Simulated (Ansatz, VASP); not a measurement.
**KPd in VASP and in Ansatz**

The input INCAR:

```
PREC = Accurate ; ENCUT = 600
EDIFF = 1E-6 ; ISMEAR = 0
SIGMA = 0.1 ; LREAL = False
LASPH = True ; NELM = 80
ALGO = Normal ; ISIF = 3
LWAVE = False ; LCHARG = False
GGA = PE ; IBRION = 2
NSW = 90 ; EDIFFG = -0.04
```

The input KPOINTS:

```
regular mesh
0
Gamma
  4 4 4
```

Contents of POSCAR:

```
KPd
1.0
    2.2388409257     -5.6805996138      0.0000000000
    2.2388409257      5.6805996138      0.0000000000
    0.0000000000      0.0000000000      4.3362930908
K Pd
2 2
Direct
    0.8620000000      0.1380000000      0.7500000000
    0.1380000000      0.8620000000      0.2500000000
    0.5830000000      0.4170000000      0.7500000000
    0.4170000000      0.5830000000      0.2500000000
```

Input for Ansatz:

```yaml
crystal:
  lattice:
    - [2.2388409257, -5.6805996138, 0.0]
    - [2.2388409257, 5.6805996138, 0.0]
    - [0.0, 0.0, 4.3362930908]
  atoms:
    - { symbol: K, position: [0.862, 0.138, 0.75] }
    - { symbol: K, position: [0.138, 0.862, 0.25] }
    - { symbol: Pd, position: [0.583, 0.417, 0.75] }
    - { symbol: Pd, position: [0.417, 0.583, 0.25] }
basis:
  ecutwfc: 420
kpoints:
  mp_grid: { grid: [4, 4, 4] }
hamiltonian:
  xc: pbe
scf:
  occupations: { method: gaussian, width: 0.1 }
  lower_state_search: "off"
output:
  forces: true
  stress: true
  eigenvalues: true
relax:
  adjacent_minimum: "off"
  f_tol: 0.04
  max_steps: 70
  cell: { stress_tol: 0.4 }
```

Alike in both runs: task relaxation of cell and atoms; functional PBE; k mesh 4 × 4 × 4; occupations gaussian, width 0.1 eV; no spin polarisation.

|  | VASP | Ansatz |
| --- | --- | --- |
| version | VASP 6.6.1 | Ansatz 0.2.0 |
| potentials or method | VASP PAW PBE potentials, release 64 (K_sv, Pd), cutoff 600 eV | scalar-relativistic, plane waves, PAW |
| valence electrons in the cell | 38 | 54 |

```csv
,VASP,Ansatz,Ansatz less VASP
"gap on the k mesh at the Fermi level, each at its own relaxed structure (eV)",none,none,-
relaxed volume (Å³/atom),32.67,32.26,-0.414
relaxed length of the cell vector where the two differ most in proportion (Å),4.659,4.675,+0.0166
```

A gap of «none» marks a metal or a gap that the smearing closes. VASP's potentials hold 38 valence electrons a cell and Ansatz's 54, so a difference there can come from the potentials and not from the codes.

The k mesh is coarse, so the values compare programs but aren't converged. Noted on VASP's run: the volume moved by over 15 % at a fixed basis, so the end points are rough.
